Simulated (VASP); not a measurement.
Wanted: the native input for a VASP 6.6.1 run.

* Task: single point
* Functional: PBE-based screened hybrid
* Potentials or basis: VASP PAW PBE potentials, release 64 (N, B)
* Cutoff: 520 eV
* k mesh: 6 × 6 × 2
* Occupations: fermi-dirac, width 0.05 eV
* Spin: no spin polarisation
* Dipole correction: no
* Grid for exact exchange (PRECFOCK): Normal
* Share of exact exchange: 0.25
* Further INCAR settings: ALGO = Normal; EDIFF = 1e-06; NBANDS = 16
* Screening parameter: 0.3 1/Å

The system is BN.

```
CELL_PARAMETERS angstrom
2.49578 0.00000 0.00000
-1.24789 2.16141 0.00000
0.00000 0.00000 7.95960
ATOMIC_POSITIONS crystal
N 0.66667 0.33333 0.25000
N 0.33333 0.66667 0.75000
B 0.66667 0.33333 0.75000
B 0.33333 0.66667 0.25000
```

The input as run:

POSCAR

```
BN
1.0
    2.4957765784      0.0000000000      0.0000000000
   -1.2478882892      2.1614059190      0.0000000000
    0.0000000000      0.0000000000      7.9595967648
N B
2 2
Direct
    0.6666666667      0.3333333333      0.2500000000
    0.3333333333      0.6666666667      0.7500000000
    0.6666666667      0.3333333333      0.7500000000
    0.3333333333      0.6666666667      0.2500000000
```

INCAR.step1

```
ALGO = Normal
EDIFF = 1E-5
ENCUT = 520
GGA = PE
ISIF = 2
ISMEAR = -1
LASPH = True
LCHARG = False
LREAL = False
LWAVE = True
NBANDS = 16
NELM = 80
PREC = Accurate
SIGMA = 0.05
```

INCAR.step2

```
AEXX = 0.25
ALGO = Normal
EDIFF = 1E-6
ENCUT = 520
GGA = PE
HFSCREEN = 0.3
ISIF = 2
ISMEAR = -1
ISTART = 1
LASPH = True
LCHARG = False
LHFCALC = True
LREAL = False
LWAVE = False
NBANDS = 16
NELM = 80
PREC = Accurate
PRECFOCK = Normal
SIGMA = 0.05
```

KPOINTS

```
k-points
0
Gamma
  6 6 2
```

Potentials or basis: VASP PAW PBE potentials, release 64 (N, B).

The run is started by

```bash
$ cat potpaw_PBE.64/N/POTCAR potpaw_PBE.64/B/POTCAR > POTCAR
$ cp INCAR.step1 INCAR
$ mpirun -np 1 vasp_std > vasp.out
$ cp INCAR.step2 INCAR
$ mpirun -np 1 vasp_std > vasp.out
```

Results of the run:

| Property | Result |
| --- | --- |
| Pressure | 0.2 GPa |
| Band gap on the k mesh | 5.34 eV, indirect (least direct gap 5.86 eV) |

Caveat: the k points lie up to 0.48 Å⁻¹ apart; the PAW data sets were made with another functional, which shifts forces and pressure a little.

It took 8.4 min on 1 thread of AMD EPYC 7R43 64-Core Processor (Zen 3) (shared host), peak memory 0.22 GiB.
